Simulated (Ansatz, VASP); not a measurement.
**TiAl: VASP beside Ansatz**

```
CELL_PARAMETERS angstrom
4.63411 0.00000 0.00000
0.00000 2.86217 0.00000
0.00000 0.00000 4.89781
ATOMIC_POSITIONS crystal
Ti 0.25000 0.50000 0.66124
Ti 0.75000 0.50000 0.33876
Al 0.75000 0.00000 0.83806
Al 0.25000 0.00000 0.16194
```

Change from the starting cell: the structure that the rattled cell fell into.

Alike in both runs: task single point; functional PBE; k mesh 4 × 6 × 4; occupations gaussian, width 0.1 eV; no spin polarisation.

|  | VASP | Ansatz |
| --- | --- | --- |
| version | VASP 6.6.1 | Ansatz 0.2.0 |
| potentials or method | VASP PAW PBE potentials, release 64 (Ti_sv, Al), cutoff 520 eV | scalar-relativistic, plane waves, PAW |
| valence electrons in the cell | 30 | 30 |

|  | VASP | Ansatz | Ansatz less VASP |
| --- | --- | --- | --- |
| gap on the k mesh at the Fermi level (eV) | none | none | - |
| pressure (GPa) | -0.1 | 0.0 | +0.07 |
| traceless stress, the component that is largest in VASP (GPa) | 0.58 | 0.59 | +0.012 |
| rms of the force components (eV/Å) | 0.027 | 0.026 | -0.0011 |

Atom by atom the forces differ by 0.001 eV/Å (rms over components). A gap of «none» marks a metal or a gap that the smearing closes.

The k mesh is coarse, so the values compare programs but aren't converged.
